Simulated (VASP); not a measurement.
SiC, 12 atoms in the cell. The structure is cubic, space group F-43m (No. 216). The conventional cell has a = 4.348 Å, b = 4.348 Å, c = 4.348 Å, α = 90.00°, β = 90.00°, γ = 90.00°. Within 2.5 Å of Si (site symmetry -43m) lie 4 C at 1.88 Å. C (site symmetry -43m) has 4 Si at 1.88 Å within 2.5 Å. 

```yaml
Program: VASP 6.6.1
Task: single point
Functional: PBE
Potentials_or_basis: VASP PAW PBE potentials, release 64 (Si, C)
Cutoff: 520 eV
k_mesh: 6 × 9 × 3
Occupations: gaussian, width 0.05 eV
Spin: no spin polarisation
Dipole_correction: no
Further_INCAR_settings: ALGO = Normal; EDIFF = 1e-06; NBANDS = 36
```

Potentials or basis: VASP PAW PBE potentials, release 64 (Si, C).

The run is started by

```sh
$ cat potpaw_PBE.64/Si/POTCAR potpaw_PBE.64/C/POTCAR > POTCAR
$ mpirun -np 1 vasp_std > vasp.out
```

Hardware: 1 thread of Intel(R) Xeon(R) Platinum 8488C (Sapphire Rapids), with other jobs on the host.

Task: Estimate the wall time of this run.

Result: Run time: 2 min on 1 thread of Intel(R) Xeon(R) Platinum 8488C (Sapphire Rapids), on a shared host, peak memory 0.29 GiB. Counts: scf iterations 13, k points 40.
